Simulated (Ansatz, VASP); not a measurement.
**Two plane-wave programs on Nb**

```
CELL_PARAMETERS angstrom
-1.65455 1.65455 1.65455
1.65455 -1.65455 1.65455
1.65455 1.65455 -1.65455
ATOMIC_POSITIONS crystal
Nb 0.00000 0.00000 0.00000
```

Alike in both runs: functional PBE; k mesh 16 × 16 × 16; occupations fermi-dirac, width 0.05 eV; no spin polarisation.

Ansatz relaxed the structure, and its values are those at the end. VASP's run is a single point on that final structure, the one shown.

|  | VASP | Ansatz |
| --- | --- | --- |
| version | VASP 6.6.1 | Ansatz 0.2.0 |
| potentials or method | VASP PAW PBE potentials, release 64 (Nb_sv), cutoff 520 eV | plane-wave PAW DFT |
| valence electrons in the cell | 13 | 13 |

|  | VASP | Ansatz | Ansatz less VASP |
| --- | --- | --- | --- |
| pressure (GPa) | -0.4 | 0.0 | +0.32 |
